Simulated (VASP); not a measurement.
# CdSiN2 (P-4m2) in VASP: a series of runs, part 2 of 2

VASP 6.6.1.

## 4. Single point, r2SCAN

The input, POSCAR:

```
CdSiN2
1.0
    3.0339884445      0.0000000000      0.0000000000
    0.0000000000      3.0339884445      0.0000000000
    0.0000000000      0.0000000000      5.1102333224
Cd N Si
1 2 1
Direct
    0.0000000000      0.0000000000      0.0000000000
    0.0000000000      0.5000000000      0.3197391382
    0.5000000000      0.0000000000      0.6802608618
    0.5000000000      0.5000000000      0.5000000000
```

The input, INCAR.step1:

```
ALGO = Normal
EDIFF = 1E-5
ENCUT = 660
GGA = PE
GGA_COMPAT = False
ISMEAR = -1
LASPH = True
LCHARG = False
LREAL = False
LWAVE = True
NBANDS = 25
NELM = 120
PREC = Accurate
SIGMA = 0.02
```

The input, INCAR.step2:

```
ALGO = Normal
EDIFF = 1E-6
ENCUT = 660
GGA_COMPAT = False
ISIF = 2
ISMEAR = -1
ISTART = 1
LASPH = True
LCHARG = False
LMIXTAU = True
LREAL = False
LWAVE = False
METAGGA = R2SCAN
NBANDS = 25
NELM = 120
PREC = Accurate
SIGMA = 0.02
```

The input, KPOINTS:

```
k-points
0
Gamma
  8 8 4
```

Potentials or basis: VASP PAW PBE potentials, release 64 (Cd_sv_GW, N, Si).

Started as:

```sh
> cat potpaw_PBE.64/Cd_sv_GW/POTCAR potpaw_PBE.64/N/POTCAR potpaw_PBE.64/Si/POTCAR > POTCAR
> cp INCAR.step1 INCAR
> mpirun -np 1 vasp_std > vasp.out
> cp INCAR.step2 INCAR
> mpirun -np 1 vasp_std > vasp.out
```

OUTCAR:

```text
EDIFF = 1E-6
   ENCUT = 660
   ISIF = 2
   ISMEAR = -1
   ISTART = 1
   LASPH = True
   LREAL = False
   METAGGA = R2SCAN
   NELM = 120
   PREC = Accurate

 ion  position               nearest neighbor table
   1  0.000  0.000  0.000-
   2  0.000  0.500  0.320-   4 1.77   4 1.77
   3  0.500  0.000  0.680-   4 1.77   4 1.77
   4  0.500  0.500  0.500-   2 1.77   3 1.77   3 1.77   2 1.77

  LATTYP: Found a simple tetragonal cell.
 ALAT       =     3.0339884445
 C/A-ratio  =     1.6843285385

  Lattice vectors:

 A1 = (   3.0339884445,   0.0000000000,   0.0000000000)
 A2 = (   0.0000000000,   3.0339884445,   0.0000000000)
 A3 = (   0.0000000000,   0.0000000000,   5.1102333224)

Analysis of symmetry for initial positions (statically):
=====================================================================
 Subroutine PRICEL returns:
 Original cell was already a primitive cell.

 Routine SETGRP: Setting up the symmetry group for a
 simple tetragonal supercell.

[... 160 lines left out ...]
 number of electron      34.0000001 magnetization

 Free energy of the ion-electron system (eV)
  ---------------------------------------------------
  ext. energy  EPLUGINS =         0.00000000
  ---------------------------------------------------
  free energy    TOTEN  =       -49.47704049 eV

  energy without entropy =      -49.47704049  energy(sigma->0) =      -49.47704049

 E-fermi :   7.1761     XC(G=0): -12.1934

 val. band max:        6.6300626797   @ k =   0.5000   0.0000   0.5000
 cond. band min:       8.1634823070   @ k =   0.0000   0.0000   0.0000
 fundamental gap:      1.5334196273
 Fermi energy:         7.1761097935

 k-point     1 :       0.0000    0.0000    0.0000
  band No.  band energies     occupation
      1     -97.8196      2.00000
      2     -58.0330      2.00000
      3     -58.0330      2.00000
      4     -57.8643      2.00000
      5     -11.1786      2.00000
      6      -8.2037      2.00000
[... 661 lines left out ...]
     24      19.2932      0.00000
     25      20.6579      0.00000

 [... further k-points ...]
[... 5 lines left out ...]
  --------------------------------------------------------------------------------------
  -------------------------------------------------------------------------------------
  Total       -0.0194221     -0.0194221     -0.0365885      0.0000000      0.0000000      0.0000000
  in kB       -0.6615121     -0.6615121     -1.2461980      0.0000000      0.0000000      0.0000000
  external PRESSURE =      -0.8564074 kB  Pullay stress =       0.0000000 kB

 VOLUME and BASIS-vectors are now :
 -----------------------------------------------------------------------------
  energy-cutoff  :      660.00
  volume of cell :       47.04
      direct lattice vectors                 reciprocal lattice vectors
     3.033988444  0.000000000  0.000000000     0.329599146  0.000000000  0.000000000
     0.000000000  3.033988444  0.000000000     0.000000000  0.329599146  0.000000000
     0.000000000  0.000000000  5.110233322     0.000000000  0.000000000  0.195685781

 POSITION                                       TOTAL-FORCE (eV/Angst)
 -----------------------------------------------------------------------------------
      0.00000      0.00000      0.00000        -0.000000      0.000000      0.000000
      0.00000      1.51699      1.63394         0.000000      0.000000     -0.008783
      1.51699      0.00000      3.47629         0.000000      0.000000      0.008783
      1.51699      1.51699      2.55512         0.000000     -0.000000      0.000000
 -----------------------------------------------------------------------------------
    total drift:                               -0.000000     -0.000000      0.000000

  FREE ENERGIE OF THE ION-ELECTRON SYSTEM (eV)
  ---------------------------------------------------
  free  energy   TOTEN  =       -49.4770404921 eV

  energy  without entropy=      -49.4770404921  energy(sigma->0) =      -49.47704049
```

OUTCAR.step1:

```text
EDIFF = 1E-5
   ENCUT = 660
   GGA = PE
   ISMEAR = -1
   LASPH = True
   LREAL = False
[... 900 lines left out ...]
      0.00000      1.51699      1.63394         0.000000      0.000000     -0.076485
      1.51699      0.00000      3.47629         0.000000      0.000000      0.076485
      1.51699      1.51699      2.55512         0.000000      0.000000      0.000000
 -----------------------------------------------------------------------------------
    total drift:                               -0.000000     -0.000000     -0.000000

  FREE ENERGIE OF THE ION-ELECTRON SYSTEM (eV)
  ---------------------------------------------------
  free  energy   TOTEN  =       -24.4120426640 eV

  energy  without entropy=      -24.4120426640  energy(sigma->0) =      -24.41204266
```

OSZICAR.step1:

```text
N       E                     dE             d eps       ncg     rms          rms(c)
DAV:   1     0.559936429891E+03    0.55994E+03   -0.20886E+04  2306   0.203E+03
DAV:   2     0.309487651441E+02   -0.52899E+03   -0.47499E+03  2292   0.627E+02
DAV:   3    -0.267700414120E+02   -0.57719E+02   -0.56507E+02  3481   0.225E+02
DAV:   4    -0.293935428298E+02   -0.26235E+01   -0.26170E+01  3092   0.533E+01
DAV:   5    -0.294798566202E+02   -0.86314E-01   -0.86298E-01  3284   0.865E+00    0.226E+01
DAV:   6    -0.242918995062E+02    0.51880E+01   -0.10612E+01  3760   0.729E+01    0.218E+01
DAV:   7    -0.244543831798E+02   -0.16248E+00   -0.24984E+00  2641   0.123E+01    0.149E+01
DAV:   8    -0.244705484981E+02   -0.16165E-01   -0.51992E-01  3600   0.115E+01    0.155E+00
DAV:   9    -0.244120522482E+02    0.58496E-01   -0.15822E-01  3732   0.728E+00    0.520E-01
DAV:  10    -0.244119402622E+02    0.11199E-03   -0.21972E-02  2595   0.125E+00    0.156E-01
DAV:  11    -0.244120396368E+02   -0.99375E-04   -0.12954E-03  3356   0.275E-01    0.692E-02
DAV:  12    -0.244120426640E+02   -0.30273E-05   -0.70965E-05  3215   0.152E-01
   1 F= -.24412043E+02 E0= -.24412043E+02  d E =-.561306E-13
```

Wall time 2.9 min (1 thread of Intel Xeon Platinum 8488C (Sapphire Rapids), shared host); peak memory 0.25 GiB.

What came out:

```yaml
Free_energy: -49.4770 eV
Pressure: -0.1 GPa
Largest_force: 0.009 eV/Å
Band_gap_on_the_k_mesh: 1.53 eV (least direct gap 1.56 eV)
```

Forces in eV/Å, atoms in the order of the input:
```
Cd   0.000  0.000  0.000
N    0.000  0.000 -0.009
N    0.000  0.000  0.009
Si   0.000  0.000  0.000
```

Caveat: the PAW data sets were made with another functional, which shifts forces and pressure a little. A k mesh can miss the band edges.

## 5. Relaxation of cell and atoms, r2SCAN

This run uses another cell than the first one, of 12.05 Å³/atom.

The input, POSCAR:

```
CdSiN2
1.0
    3.0629606225      0.0000000000      0.0000000000
    0.0000000000      3.0629606225      0.0000000000
    0.0000000000      0.0000000000      5.1381725337
Cd N Si
1 2 1
Direct
    0.0000000000      0.0000000000      0.0000000000
    0.0000000000      0.5000000000      0.3198118653
    0.5000000000      0.0000000000      0.6801881347
    0.5000000000      0.5000000000      0.5000000000
```

The input, INCAR.step1:

```
ALGO     = Normal         # electronic algorithm
EDIFF    = 1E-4           # SCF threshold, eV
ENCUT    = 600            # plane-wave cutoff, eV
GGA      = PE             # functional
ISMEAR   = -1             # smearing method
LASPH    = True           # aspherical terms in the spheres
LCHARG   = False          # write CHGCAR
LREAL    = False          # projectors in reciprocal space
LWAVE    = True           # write WAVECAR
NELM     = 100            # most SCF steps
PREC     = Accurate       # precision mode
SIGMA    = 0.02           # smearing width, eV
```

The input, INCAR.step2:

```
ALGO     = Normal         # electronic algorithm
EDIFF    = 1E-7           # SCF threshold, eV
EDIFFG   = -0.005         # ionic threshold
ENCUT    = 600            # plane-wave cutoff, eV
IBRION   = 2              # ionic algorithm
ISIF     = 3              # what is computed and relaxed
ISMEAR   = -1             # smearing method
ISTART   = 1            
LASPH    = True           # aspherical terms in the spheres
LCHARG   = False          # write CHGCAR
LMIXTAU  = True         
LREAL    = False          # projectors in reciprocal space
LWAVE    = False          # write WAVECAR
METAGGA  = R2SCAN         # meta-GGA
NELM     = 100            # most SCF steps
NSW      = 80             # ionic steps
PREC     = Accurate       # precision mode
SIGMA    = 0.02           # smearing width, eV
```

KPOINTS is that of step 4.

Potentials or basis: VASP PAW PBE potentials, release 64 (Cd, N, Si).

Started as:

```sh
> cat potpaw_PBE.64/Cd/POTCAR potpaw_PBE.64/N/POTCAR potpaw_PBE.64/Si/POTCAR > POTCAR
> cp INCAR.step1 INCAR
> mpirun -np 1 vasp_std > vasp.out
> cp INCAR.step2 INCAR
> mpirun -np 1 vasp_std > vasp.out
```

OUTCAR:

```text
EDIFF = 1E-7
   EDIFFG = -0.005
   ENCUT = 600
   IBRION = 2
   ISIF = 3
   ISMEAR = -1
   ISTART = 1
   LASPH = True
   LREAL = False
   METAGGA = R2SCAN
   NELM = 100
   NSW = 80
   PREC = Accurate

 ion  position               nearest neighbor table
   1  0.000  0.000  0.000-   2 2.25   3 2.25   2 2.25   3 2.25   4 3.36   4 3.36   4 3.36   4 3.36
                             4 3.36   4 3.36   4 3.36   4 3.36
   2  0.000  0.500  0.320-   4 1.79   4 1.79   1 2.25   1 2.25
   3  0.500  0.000  0.680-   4 1.79   4 1.79   1 2.25   1 2.25
   4  0.500  0.500  0.500-   2 1.79   3 1.79   3 1.79   2 1.79   1 3.36   1 3.36   1 3.36   1 3.36
                             1 3.36   1 3.36   1 3.36   1 3.36

  LATTYP: Found a simple tetragonal cell.
 ALAT       =     3.0629606225
 C/A-ratio  =     1.6775183122

  Lattice vectors:

 A1 = (   3.0629606225,   0.0000000000,   0.0000000000)
 A2 = (   0.0000000000,   3.0629606225,   0.0000000000)
 A3 = (   0.0000000000,   0.0000000000,   5.1381725337)

Analysis of symmetry for initial positions (statically):
=====================================================================
 Subroutine PRICEL returns:
 Original cell was already a primitive cell.

 Routine SETGRP: Setting up the symmetry group for a
 simple tetragonal supercell.

[... 176 lines left out ...]
  --------------------------------------------------------------------------------------
  -------------------------------------------------------------------------------------
  Total       -1.2185756     -1.2185756     -0.9287500      0.0000000      0.0000000      0.0000000
  in kB      -40.5015403    -40.5015403    -30.8686682      0.0000000      0.0000000      0.0000000
  external PRESSURE =     -37.2905829 kB  Pullay stress =       0.0000000 kB
[... 253 lines left out ...]
--------------------------------------- Ionic step        8  -------------------------------------------

 number of electron      25.9999999 magnetization

 Free energy of the ion-electron system (eV)
  ---------------------------------------------------
  ext. energy  EPLUGINS =         0.00000000
  ---------------------------------------------------
  free energy    TOTEN  =       -49.36534007 eV

  energy without entropy =      -49.36534007  energy(sigma->0) =      -49.36534007

 E-fermi :   5.3834     XC(G=0): -12.0373

 val. band max:        4.9707775947   @ k =   0.5000   0.0000   0.5000
 cond. band min:       6.4796794657   @ k =   0.0000   0.0000   0.0000
 fundamental gap:      1.5089018709
 Fermi energy:         5.3834209618

 k-point     1 :       0.0000    0.0000    0.0000
  band No.  band energies     occupation
      1     -12.8255      2.00000
      2      -9.8530      2.00000
      3      -3.8681      2.00000
      4      -3.4468      2.00000
      5      -2.9321      2.00000
      6      -2.9321      2.00000
[... 457 lines left out ...]
      4      -3.5575      2.00000
      5      -3.1515      2.00000
      6      -2.9554      2.00000
[... 9 lines left out ...]
     16      12.0659      0.00000
     17      14.3111      0.00000

 [... further k-points ...]
[... 5 lines left out ...]
  --------------------------------------------------------------------------------------
  -------------------------------------------------------------------------------------
  Total       -0.0152949     -0.0152949     -0.0160846      0.0000000      0.0000000     -0.0000000
  in kB       -0.5180730     -0.5180730     -0.5448232      0.0000000      0.0000000     -0.0000000
  external PRESSURE =      -0.5269897 kB  Pullay stress =       0.0000000 kB
[... 19 lines left out ...]
  FREE ENERGIE OF THE ION-ELECTRON SYSTEM (eV)
  ---------------------------------------------------
  free  energy   TOTEN  =       -49.3653400696 eV

  energy  without entropy=      -49.3653400696  energy(sigma->0) =      -49.36534007

 reached required accuracy - stopping structural energy minimisation
```

OUTCAR.step1:

```text
EDIFF = 1E-4
   ENCUT = 600
   GGA = PE
   ISMEAR = -1
   LASPH = True
   LREAL = False
[... 709 lines left out ...]
      0.00000      1.53148      1.64325         0.000000      0.000000      0.107194
      1.53148      0.00000      3.49492         0.000000      0.000000     -0.107194
      1.53148      1.53148      2.56909         0.000000     -0.000000      0.000000
 -----------------------------------------------------------------------------------
    total drift:                                0.000000      0.000000      0.000000

  FREE ENERGIE OF THE ION-ELECTRON SYSTEM (eV)
  ---------------------------------------------------
  free  energy   TOTEN  =       -24.3108062023 eV

  energy  without entropy=      -24.3108062023  energy(sigma->0) =      -24.31080620
```

OSZICAR.step1:

```text
N       E                     dE             d eps       ncg     rms          rms(c)
DAV:   1     0.178251601052E+03    0.17825E+03   -0.15363E+04  1562   0.167E+03
DAV:   2    -0.187045118846E+02   -0.19696E+03   -0.19072E+03  1758   0.373E+02
DAV:   3    -0.291611638227E+02   -0.10457E+02   -0.10423E+02  1888   0.946E+01
DAV:   4    -0.292641235776E+02   -0.10296E+00   -0.10287E+00  1923   0.916E+00
DAV:   5    -0.292648995725E+02   -0.77599E-03   -0.77573E-03  1946   0.786E-01    0.151E+01
DAV:   6    -0.241414413026E+02    0.51235E+01   -0.17702E+01  2322   0.618E+01    0.102E+01
DAV:   7    -0.243705695775E+02   -0.22913E+00   -0.34502E+00  1712   0.174E+01    0.548E+00
DAV:   8    -0.243352472620E+02    0.35322E-01   -0.58247E-01  1730   0.531E+00    0.162E+00
DAV:   9    -0.243107201806E+02    0.24527E-01   -0.13570E-01  2054   0.338E+00    0.340E-01
DAV:  10    -0.243106517550E+02    0.68426E-04   -0.12756E-02  1657   0.116E+00    0.157E-01
DAV:  11    -0.243107887344E+02   -0.13698E-03   -0.11725E-03  2022   0.342E-01    0.765E-02
DAV:  12    -0.243108062023E+02   -0.17468E-04   -0.21249E-04  1048   0.137E-01
   1 F= -.24310806E+02 E0= -.24310806E+02  d E =-.738896E-12
```

Run time: 4 min. Hardware: 1 thread of Intel Xeon 6975P-C (Granite Rapids), shared host; peak memory 0.21 GiB.

What came out:

* Free energy: -49.3653 eV
* Relaxed volume: 11.83 Å³/atom
* Relaxed cell: a = 3.038 Å, b = 3.038 Å, c = 5.126 Å, α = 90.00°, β = 90.00°, γ = 90.00°
* Space group after relaxing (to 0.1 Å): P-4m2 (No. 115)
* Energy gained by relaxing: 3.1 meV/atom
* Ionic steps: 8
* Pressure after relaxing: -0.1 GPa
* Band gap on the k mesh: 1.51 eV (least direct gap 1.54 eV)

Forces in eV/Å, atoms in the order of the input:
```
Cd   0.000  0.000  0.000
N    0.000  0.000 -0.003
N    0.000  0.000  0.003
Si   0.000  0.000  0.000
```

The path:
```
step  energy change (eV)  largest force (eV/Å)  pressure (GPa)  volume (Å³)
   1              0.0000                0.1983           -3.73        48.20
   2              0.0033                0.2112            4.67        46.27
   3             -0.0120                0.0151            0.04        47.28
   4             -0.0120                0.0113            0.12        47.27
   5             -0.0123                0.0129            0.06        47.28
   6             -0.0123                0.0248            0.03        47.29
   7             -0.0123                0.0047           -0.08        47.30
   8             -0.0123                0.0026           -0.05        47.30
```

Final structure:
```
Cd N Si
1.0
     3.03768    0.00000    0.00000
     0.00000    3.03768    0.00000
     0.00000    0.00000    5.12603
Cd N Si
1 2 1
Direct
  0.00000 0.00000 0.00000
  0.00000 0.50000 0.32073
  0.50000 0.00000 0.67927
  0.50000 0.50000 0.50000
```

Caveat: the PAW data sets were made with another functional, which shifts forces and pressure a little.

## 6. Overview

```csv
task,level,potentials or basis,cell,k mesh,cutoff (eV),smearing,gap on the mesh (eV),pressure (GPa),relaxed volume (Å³/atom),largest force (eV/Å)
single point,r2SCAN,"VASP PAW PBE potentials, release 64 (Cd_sv_GW, N, Si)","a = 3.034, b = 3.034, c = 5.110 Å, 4 atoms",8 × 8 × 6,660,gaussian 0.01 eV,1.53,-0.1,-,0.01
relaxation of cell and atoms,LDA,"VASP PAW LDA potentials, release 64 (Cd_sv_GW, N, Si)","relaxed from a = 3.063, b = 3.063, c = 5.138 Å, 4 atoms",8 × 8 × 4,600,fermi-dirac 0.02 eV,1.38,0.0,11.41,-
single point,r2SCAN,"VASP PAW PBE potentials, release 64 (Cd_sv_GW, N, Si)","a = 3.034, b = 3.034, c = 5.110 Å, 4 atoms",8 × 8 × 4,660,fermi-dirac 0.02 eV,1.53,-0.1,-,0.01
relaxation of cell and atoms,r2SCAN,"VASP PAW PBE potentials, release 64 (Cd, N, Si)","relaxed from a = 3.063, b = 3.063, c = 5.138 Å, 4 atoms",8 × 8 × 4,600,fermi-dirac 0.02 eV,1.51,-0.1,11.83,-
```

Alike in all rows: no spin polarisation.

Caveats: the PAW data sets were made with another functional, which shifts forces and pressure a little (at least some runs).

Absolute energies hang on the potentials; compare differences alone.
